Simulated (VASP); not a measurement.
A run of VASP 6.6.1 is set up as follows.

Contents of POSCAR:

```
BaTiO3
1.0
    3.9723652526      0.0000000000      0.0000000000
    0.0000000000      7.9447305053      0.0000000000
    0.0000000000      0.0000000000      8.2244571252
Ba Ti O
4 4 12
Direct
   -0.0259671489      0.0173721437     -0.0151358318
    0.0167527394     -0.0018004387      0.5134521265
    0.0259356815      0.4982403113     -0.0006515932
   -0.0255726736      0.5075153899      0.4943515345
    0.5187410696      0.2210588514      0.2429357913
    0.4755464012      0.2513644734      0.7339291710
    0.4844602340      0.7439468206      0.2372334089
    0.4589741587      0.7501946096      0.7439986502
    0.4880465105      0.2341183252      0.0168345458
    0.5869936050     -0.0016336615      0.2671646246
    0.0437185377      0.2300070467      0.2722708582
    0.5197762211      0.2621990763      0.5158527712
    0.5109985792     -0.0157058820      0.7423418843
    0.0199100523      0.2354967231      0.7526501635
    0.4864280793      0.7593966839      0.0055877244
    0.5477990722      0.5125311673      0.2526403832
    0.0157150705      0.7617800246      0.2619087153
    0.5115322662      0.7358034355      0.5086637253
    0.5201709482      0.4787694180      0.7780986517
    0.0112139738      0.7242084544      0.7502599753
```

INCAR.step1

```
PREC = Accurate ; ENCUT = 520
ISMEAR = -1 ; SIGMA = 0.086
LREAL = Auto ; LASPH = T
NELM = 60 ; NBANDS = 96
GGA = PE ; ALGO = Normal
EDIFF = 1E-4 ; LWAVE = T
LCHARG = F
```

Contents of INCAR.step2:

```
PREC = Accurate ; ENCUT = 520
EDIFF = 1E-6 ; ISMEAR = -1
SIGMA = 0.086 ; LREAL = Auto
LASPH = T ; NELM = 60
ALGO = Normal ; ISIF = 2
LWAVE = F ; LCHARG = F
METAGGA = R2SCAN ; LMIXTAU = T
NBANDS = 96 ; ISTART = 1
```

KPOINTS

```
Automatic mesh
0
Gamma
  4 2 2
```

Potentials or basis: VASP PAW PBE potentials, release 64 (Ba_sv, Ti_sv, O).

Command:

```console
$ cat potpaw_PBE.64/Ba_sv/POTCAR potpaw_PBE.64/Ti_sv/POTCAR potpaw_PBE.64/O/POTCAR > POTCAR
$ cp INCAR.step1 INCAR
$ mpirun -np 1 vasp_std > vasp.out
$ cp INCAR.step2 INCAR
$ mpirun -np 1 vasp_std > vasp.out
```

(1) What does it give for the pressure?

(2) What does it give for the largest force?

(3) What does it give for the band gap on the k mesh?

Results:

(1) 5.5 GPa.

(2) 2.046 eV/Å.

(3) 2.63 eV (least direct gap 2.88 eV).

Caveat: the cell stands under pressure; the PAW data sets were made with another functional, which shifts forces and pressure a little; spin-orbit coupling is left out, which moves the levels of the heavy elements.
